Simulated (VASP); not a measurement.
# Mo (Fd-3m) in VASP: a series of runs

Mo is run at these levels: PBEsol; tasks: single point.

All numbers are computed with VASP 6.6.1; they aren't measurements. Logs are shortened: lines on timing, memory, paths and dates and some standing lists are left out, and cuts for length are marked.

**1. The cell of the first run**

It takes space group Fd-3m (No. 227, cubic). Conventional cell: a = 4.861 Å, b = 4.861 Å, c = 4.861 Å, α = 90.00°, β = 90.00°, γ = 90.00°. Within 2.8 Å of Mo (site symmetry -43m) lie 4 Mo at 2.10 Å.

**2. Single point, PBEsol (volume scaled by 0.65)**

Contents of INCAR:

```
SYSTEM = Mo
ALGO = Normal
EDIFF = 1E-6
ENCUT = 520
GGA = PS
ISIF = 2
ISMEAR = -1
LASPH = .True.
LCHARG = .False.
LREAL = .False.
LWAVE = .False.
NBANDS = 21
NELM = 100
PREC = Accurate
SIGMA = 0.08
```

Contents of KPOINTS:

```
k-points
0
Gamma
  12 12 12
  0 0 0
```

Contents of POSCAR:

```
Mo
1.0
    0.0000000000      2.4305093564      2.4305093564
    2.4305093564      0.0000000000      2.4305093564
    2.4305093564      2.4305093564      0.0000000000
Mo
2
Direct
   -0.1250000000     -0.1250000000     -0.1250000000
    0.1250000000      0.1250000000      0.1250000000
```

Potentials or basis: VASP PAW PBE potentials, release 64 (Mo_sv).

Command:

```bash
$ cat potpaw_PBE.64/Mo_sv/POTCAR > POTCAR
$ mpirun -np 1 vasp_std > vasp.out
```

OUTCAR:

```text
SYSTEM = Mo
   EDIFF = 1E-6
   ENCUT = 520
   GGA = PS
   ISIF = 2
   ISMEAR = -1
   LASPH = .True.
   LREAL = .False.
   NELM = 100
   PREC = Accurate

 ion  position               nearest neighbor table
   1  0.875  0.875  0.875-   2 2.10   2 2.10   2 2.10   2 2.10
   2  0.125  0.125  0.125-   1 2.10   1 2.10   1 2.10   1 2.10

  LATTYP: Found a face centered cubic cell.
 ALAT       =     4.8610187128

  Lattice vectors:

 A1 = (   0.0000000000,   2.4305093564,   2.4305093564)
 A2 = (   2.4305093564,   0.0000000000,   2.4305093564)
 A3 = (   2.4305093564,   2.4305093564,   0.0000000000)

Analysis of symmetry for initial positions (statically):
=====================================================================
 Subroutine PRICEL returns:
 Original cell was already a primitive cell.

 Routine SETGRP: Setting up the symmetry group for a
 face centered cubic supercell.

 Subroutine GETGRP returns: Found 48 space group operations
 (whereof 12 operations were pure point group operations)
 out of a pool of 48 trial point group operations.

The static configuration has the point symmetry D_3d.
 The point group associated with its full space group is O_h .

Analysis of symmetry for dynamics (positions and initial velocities):
=====================================================================
 Subroutine PRICEL returns:
 Original cell was already a primitive cell.

 Routine SETGRP: Setting up the symmetry group for a
 face centered cubic supercell.

 Subroutine GETGRP returns: Found 48 space group operations
 (whereof 12 operations were pure point group operations)
 out of a pool of 48 trial point group operations.

The dynamic configuration has the point symmetry D_3d.
 The point group associated with its full space group is O_h .

 Subroutine INISYM returns: Found 48 space group operations
 (whereof 12 operations are pure point group operations),
 and found     1 'primitive' translations

----------------------------------------------------------------------------------------

                                     Primitive cell

  volume of cell :      28.7159

  direct lattice vectors                    reciprocal lattice vectors
     0.000000000  2.430509356  2.430509356    -0.205718196  0.205718196  0.205718196
     2.430509356  0.000000000  2.430509356     0.205718196 -0.205718196  0.205718196
     2.430509356  2.430509356  0.000000000     0.205718196  0.205718196 -0.205718196

  length of vectors
     3.437259295  3.437259295  3.437259295     0.356314367  0.356314367  0.356314367

  position of ions in fractional coordinates (direct lattice)
     0.875000000  0.875000000  0.875000000
     0.125000000  0.125000000  0.125000000

  ion indices of the primitive-cell ions
   primitive index   ion index
                 1           1
                 2           2

----------------------------------------------------------------------------------------

 KPOINTS: k-points

Automatic generation of k-mesh.
 Grid dimensions read from file:
 generate k-points for:   12   12   12

 Generating k-lattice:

  Cartesian coordinates                     Fractional coordinates (reciprocal lattice)
    -0.017143183  0.017143183  0.017143183     0.083333333  0.000000000  0.000000000
     0.017143183 -0.017143183  0.017143183     0.000000000  0.083333333  0.000000000
     0.017143183  0.017143183 -0.017143183     0.000000000  0.000000000  0.083333333

  Length of vectors
     0.029692864  0.029692864  0.029692864

  Shift w.r.t. Gamma in fractional coordinates (k-lattice)
     0.000000000  0.000000000  0.000000000

 Subroutine IBZKPT returns following result:
 ===========================================

 Found     72 irreducible k-points:

 Following reciprocal coordinates:
            Coordinates               Weight
  0.000000  0.000000  0.000000      1.000000
  0.083333  0.000000  0.000000      8.000000
  0.166667  0.000000  0.000000      8.000000
  0.250000  0.000000  0.000000      8.000000
  0.333333  0.000000  0.000000      8.000000
  0.416667  0.000000  0.000000      8.000000
[... 16 lines left out ...]
  0.500000  0.166667  0.000000     24.000000
 -0.416667  0.166667  0.000000     24.000000
 [... further k-points ...]
   k-points           NKPTS =     72   k-points in BZ     NKDIM =     72   number of bands    NBANDS=     21
   number of dos      NEDOS =    301   number of ions     NIONS =      2
   total plane-waves  NPLWV =  21952
   dimension x,y,z NGX =    28 NGY =   28 NGZ =   28
   dimension x,y,z NGXF=    56 NGYF=   56 NGZF=   56
   ions per type =               2
   NGX,Y,Z   is equivalent  to a cutoff of  13.54, 13.54, 13.54 a.u.
   NGXF,Y,Z  is equivalent  to a cutoff of  27.08, 27.08, 27.08 a.u.
 SYSTEM =  Mo
   PREC   = accura    normal or accurate (medium, high low for compatibility)
   ISTART =      0    job   : 0-new  1-cont  2-samecut
   ICHARG =      2    charge: 1-file 2-atom 10-const
   ISPIN  =      1    spin polarized calculation?
   LNONCOLLINEAR =      F non collinear calculations
   LSORBIT =      F    spin-orbit coupling
   LASPH  =      T    aspherical Exc in radial PAW
   ENCUT  =  520.0 eV  38.22 Ry    6.18 a.u.   6.39  6.39  6.39*2*pi/ulx,y,z
   NELM   =    100;   NELMIN=  2; NELMDL= -5     # of ELM steps
   EDIFF  = 0.1E-05   stopping-criterion for ELM
   LREAL  =      F    real-space projection
   EDIFFG = 0.1E-04   stopping-criterion for IOM
   NSW    =      0    number of steps for IOM
   IBRION =     -1    ionic relax: 0-MD 1-quasi-New 2-CG
   NFREE  =      0    steps in history (QN), initial steepest desc. (CG)
   ISIF   =      2    stress and relaxation
   ISYM   =      2    0-nonsym 1-usesym 2-fastsym
   POTIM  = 0.5000    time-step for ionic-motion
   TEBEG  =    0.0;   TEEND  =   0.0 temperature during run
   PSTRESS=    0.0 pullay stress
   NELECT =      28.0000    total number of electrons
   NUPDOWN=      -1.0000    fix difference up-down
   EMIN   =  10.00;   EMAX   =-10.00  energy-range for DOS
   EFERMI =   0.00;   METHOD = LEGACY
   ISMEAR =    -1;   SIGMA  =   0.08  broadening in eV -4-tet -1-fermi 0-gaus
   EFERMI_NEDOS =   21; number of points for ismear=-14 and -15
   IALGO  =     38    algorithm
   IMIX   =      4    mixing-type and parameters
     AMIX     =   0.40;   BMIX     =  1.00
     AMIX_MAG =   1.60;   BMIX_MAG =  1.00
  volume/ion in A,a.u.               =      14.36        96.89
  Fermi-wavevector in a.u.,A,eV,Ry     =   1.623380  3.067744 35.856289  2.635363
  Thomas-Fermi vector in A             =   2.716840
   LORBIT       =      0    0 simple, 1 ext, 2 COOP (PROOUT), +10 PAW based schemes
   GGA     = PS    functional components
   LHFCALC =     F    Hartree Fock is set to
   AEXX    =    0.0000 exact exchange contribution
   IVDW    =     0    specifies the selected vdW correction
   LEPSILON=     F    determine dielectric tensor
   LRPA    =     F    only Hartree local field effects (RPA)
 non-spin polarized calculation
  energy-cutoff  :      520.00
  volume of cell :       28.72
 maximum number of plane-waves:       789
 NGX is ok and might be reduce to    28
   NGX = 13   NGY = 13   NGZ = 13

 number of electron      27.9999998 magnetization

 Free energy of the ion-electron system (eV)
  ---------------------------------------------------
  ext. energy  EPLUGINS =         0.00000000
  ---------------------------------------------------
  free energy    TOTEN  =       -14.53402793 eV

  energy without entropy =      -14.50296259  energy(sigma->0) =      -14.51849526

 E-fermi :  13.5432     XC(G=0): -13.5283

 val. band max:       13.5162407539   @ k =  -0.3333   0.0833   0.0000
 cond. band min:      13.5596288743   @ k =   0.3333   0.2500   0.0833
 fundamental gap:      0.0433881204
 Fermi energy:        13.5431740256

 k-point     1 :       0.0000    0.0000    0.0000
  band No.  band energies     occupation
      1     -48.4754      2.00000
      2     -45.4991      2.00000
      3     -23.1295      2.00000
      4     -23.1295      2.00000
      5     -23.1295      2.00000
      6     -19.9389      2.00000
[... 13 lines left out ...]
     20      25.7957      0.00000
     21      27.0229      0.00000

 k-point     2 :       0.0833    0.0000    0.0000
  band No.  band energies     occupation
      1     -48.4420      2.00000
      2     -45.5430      2.00000
      3     -23.1622      2.00000
      4     -23.1622      2.00000
      5     -23.1287      2.00000
      6     -19.9192      2.00000
[... 13 lines left out ...]
     20      25.1829      0.00000
     21      27.1090      0.00000

 k-point     3 :       0.1667    0.0000    0.0000
  band No.  band energies     occupation
      1     -48.3453      2.00000
      2     -45.6680      2.00000
      3     -23.2476      2.00000
      4     -23.2476      2.00000
      5     -23.1296      2.00000
      6     -19.8606      2.00000
[... 13 lines left out ...]
     20      24.8435      0.00000
     21      27.4018      0.00000

 k-point     4 :       0.2500    0.0000    0.0000
  band No.  band energies     occupation
      1     -48.1972      2.00000
      2     -45.8543      2.00000
      3     -23.3562      2.00000
      4     -23.3562      2.00000
      5     -23.1380      2.00000
      6     -19.7697      2.00000
[... 13 lines left out ...]
     20      24.8952      0.00000
     21      27.2600      0.00000

 k-point     5 :       0.3333    0.0000    0.0000
  band No.  band energies     occupation
      1     -48.0222      2.00000
      2     -46.0672      2.00000
      3     -23.4571      2.00000
      4     -23.4571      2.00000
      5     -23.1539      2.00000
      6     -19.6666      2.00000
[... 13 lines left out ...]
     20      24.0968      0.00000
     21      25.2345      0.00000
[... 382 lines left out ...]
     20      25.0300      0.00000
     21      25.4563      0.00000

 k-point    22 :       0.4167    0.1667    0.0000
  band No.  band energies     occupation
      1     -47.8456      2.00000
      2     -46.2745      2.00000
      3     -23.7809      2.00000
      4     -23.6558      2.00000
      5     -22.6161      2.00000
      6     -20.2125      2.00000
[... 13 lines left out ...]
     20      22.9295      0.00000
     21      25.8144      0.00000

 k-point    23 :       0.5000    0.1667    0.0000
  band No.  band energies     occupation
      1     -47.7070      2.00000
      2     -46.4321      2.00000
      3     -23.8778      2.00000
      4     -23.6691      2.00000
      5     -22.5952      2.00000
      6     -20.1700      2.00000
[... 13 lines left out ...]
     20      20.8340      0.00000
     21      26.2676      0.00000

 k-point    24 :      -0.4167    0.1667    0.0000
  band No.  band energies     occupation
      1     -47.6868      2.00000
      2     -46.4548      2.00000
      3     -23.9150      2.00000
      4     -23.6326      2.00000
      5     -22.6175      2.00000
      6     -20.1223      2.00000
[... 13 lines left out ...]
     20      20.5903      0.00000
     21      26.3687      0.00000

 [... further k-points ...]

------------------------ aborting loop because EDIFF is reached ----------------------------------------

  FORCE on cell =-STRESS in cart. coord.  units (eV):
  Direction    XX          YY          ZZ          XY          YZ          ZX
  --------------------------------------------------------------------------------------
  -------------------------------------------------------------------------------------
  Total       23.0328538     23.0328538     23.0328538      0.0000000     -0.0000000      0.0000000
  in kB     1285.0985849   1285.0985849   1285.0985849      0.0000000     -0.0000000      0.0000000
  external PRESSURE =    1285.0985849 kB  Pullay stress =       0.0000000 kB

 VOLUME and BASIS-vectors are now :
 -----------------------------------------------------------------------------
  energy-cutoff  :      520.00
  volume of cell :       28.72
      direct lattice vectors                 reciprocal lattice vectors
     0.000000000  2.430509356  2.430509356    -0.205718196  0.205718196  0.205718196
     2.430509356  0.000000000  2.430509356     0.205718196 -0.205718196  0.205718196
     2.430509356  2.430509356  0.000000000     0.205718196  0.205718196 -0.205718196

 POSITION                                       TOTAL-FORCE (eV/Angst)
 -----------------------------------------------------------------------------------
      4.25339      4.25339      4.25339         0.000000      0.000000      0.000000
      0.60763      0.60763      0.60763        -0.000000     -0.000000     -0.000000
 -----------------------------------------------------------------------------------
    total drift:                                0.000000     -0.000000     -0.000000

  FREE ENERGIE OF THE ION-ELECTRON SYSTEM (eV)
  ---------------------------------------------------
  free  energy   TOTEN  =       -14.5340279262 eV

  energy  without entropy=      -14.5029625859  energy(sigma->0) =      -14.51849526
```

Run time: 22 s. Hardware: 1 thread of Intel Xeon 6975P-C (Granite Rapids), shared host; peak memory 0.18 GiB.

What came out:

```
Free energy            : -14.5340 eV
Pressure               : 128.5 GPa
Band gap on the k mesh : zero (band 14 reaches 13.92 eV, above the bottom of band 15 at 13.05 eV)
```

Levels at points of the mesh, in eV from the Fermi level:
```tsv
k point	band 10	band 11	band 12	band 13	band 14	band 15	band 16	band 17	band 18	band 19
(0.00, 0.00, 0.00)	-5.02	-5.02	-2.34	-2.34	-2.34	2.05	2.05	2.05	7.12	7.12
(0.50, 0.00, 0.00)	-4.48	-4.48	-3.42	-3.42	-2.70	1.38	3.70	3.70	5.70	5.70
(0.50, 0.50, 0.00)	-6.30	-3.44	-3.44	-0.42	-0.42	1.69	1.69	5.99	5.99	7.01
```

Caveat: the PAW data sets were made with another functional, which shifts forces and pressure a little.

**3. Single point, PBEsol (volume scaled by 0.75)**

Contents of INCAR:

```
SYSTEM = Mo
PREC = Accurate ; ENCUT = 520
EDIFF = 1E-7 ; ISMEAR = -1
SIGMA = 0.08 ; LREAL = .False.
LASPH = .True. ; NELM = 100
ALGO = Normal ; ISIF = 2
LWAVE = .False. ; LCHARG = .False.
GGA = PS ; NBANDS = 21
```

Contents of KPOINTS:

```
Automatic mesh
0
Gamma
  12 12 12
  0 0 0
```

Contents of POSCAR:

```
Mo
1.0
    0.0000000000      2.5492549201      2.5492549201
    2.5492549201      0.0000000000      2.5492549201
    2.5492549201      2.5492549201      0.0000000000
Mo
2
Direct
   -0.1250000000     -0.1250000000     -0.1250000000
    0.1250000000      0.1250000000      0.1250000000
```

Potentials or basis: VASP PAW PBE potentials, release 64 (Mo_sv).

Command:

```bash
$ cat potpaw_PBE.64/Mo_sv/POTCAR > POTCAR
$ mpirun -np 1 vasp_std > vasp.out
```

Wall time 24 s (1 thread of Intel Xeon 6975P-C (Granite Rapids), shared host); peak memory 0.18 GiB.

It converged, with:

```yaml
Free_energy: -17.0850 eV
Pressure: 63.6 GPa
Band_gap_on_the_k_mesh: zero (band 14 reaches 11.58 eV, above the bottom of band 15 at 10.78 eV)
```

Levels at points of the mesh, in eV from the Fermi level:
| k point | band 10 | band 11 | band 12 | band 13 | band 14 | band 15 | band 16 | band 17 | band 18 | band 19 |
| --- | --- | --- | --- | --- | --- | --- | --- | --- | --- | --- |
| (0.00, 0.00, 0.00) | -3.94 | -3.94 | -1.95 | -1.95 | -1.95 | 1.75 | 1.75 | 1.75 | 6.21 | 6.21 |
| (0.50, 0.00, 0.00) | -3.52 | -3.52 | -2.69 | -2.69 | -2.46 | 0.98 | 3.21 | 3.21 | 5.02 | 5.02 |
| (0.50, 0.50, 0.00) | -5.08 | -2.67 | -2.67 | 0.05 | 0.05 | 0.99 | 0.99 | 5.36 | 5.36 | 6.41 |

Caveat: the PAW data sets were made with another functional, which shifts forces and pressure a little.

**4. Single point, PBEsol (volume scaled by 0.85)**

Contents of INCAR:

```
SYSTEM = Mo
ALGO     = Normal         ! electronic algorithm
EDIFF    = 1E-6           ! SCF threshold, eV
ENCUT    = 520            ! plane-wave cutoff, eV
GGA      = PS             ! functional
ISIF     = 2              ! what is computed and relaxed
ISMEAR   = -1             ! smearing method
LASPH    = .True.         ! aspherical terms in the spheres
LCHARG   = .True.         ! write CHGCAR
LELF     = .True.         ! ELF
LREAL    = .False.        ! projectors in reciprocal space
LVHAR    = .True.       
LWAVE    = .False.        ! write WAVECAR
NBANDS   = 21             ! bands
NELM     = 100            ! most SCF steps
PREC     = Accurate       ! precision mode
SIGMA    = 0.08           ! smearing width, eV
```

Contents of KPOINTS:

```
k-points
0
Gamma
  12 12 12
  0 0 0
```

Contents of POSCAR:

```
Mo
1.0
    0.0000000000      2.6578623608      2.6578623608
    2.6578623608      0.0000000000      2.6578623608
    2.6578623608      2.6578623608      0.0000000000
Mo
2
Direct
   -0.1250000000     -0.1250000000     -0.1250000000
    0.1250000000      0.1250000000      0.1250000000
```

Command:

```bash
$ cat potpaw_PBE.64/Mo_sv/POTCAR > POTCAR
$ mpirun -np 1 vasp_std > vasp.out
```

Run time: 19 s. Hardware: 1 thread of Intel Xeon 6975P-C (Granite Rapids), shared host; peak memory 0.18 GiB.

It converged, with:

```yaml
Free_energy: -18.3001 eV
Pressure: 27.9 GPa
Band_gap_on_the_k_mesh: zero (band 14 reaches 9.60 eV, above the bottom of band 15 at 8.97 eV)
```

Levels at points of the mesh, in eV from the Fermi level:
```
           k point  band 10  band 11  band 12  band 13  band 14  band 15  band 16  band 17  band 18  band 19
(0.00, 0.00, 0.00)    -3.17    -3.17    -1.68    -1.68    -1.68     1.55     1.55     1.55     5.46     5.46
(0.50, 0.00, 0.00)    -2.84    -2.84    -2.34    -2.19    -2.19     0.67     2.82     2.82     4.47     4.47
(0.50, 0.50, 0.00)    -4.19    -2.16    -2.16     0.32     0.32     0.50     0.50     4.81     4.81     5.85
```

Caveat: the PAW data sets were made with another functional, which shifts forces and pressure a little.

**5. Overview**

```csv
cell,gap on the mesh (eV),pressure (GPa)
"a = 3.437 Å, angles 60.0°, 2 atoms",none,128.5
"a = 3.605 Å, angles 60.0°, 2 atoms",none,63.6
"a = 3.759 Å, angles 60.0°, 2 atoms",none,27.9
```

Alike in all rows: task single point; level PBEsol; potentials or basis VASP PAW PBE potentials, release 64 (Mo_sv); no spin polarisation; k mesh 12 × 12 × 12; cutoff (eV) 520; smearing fermi-dirac 0.08 eV.

Caveats: the PAW data sets were made with another functional, which shifts forces and pressure a little.

Absolute energies hang on the potentials; compare differences alone.
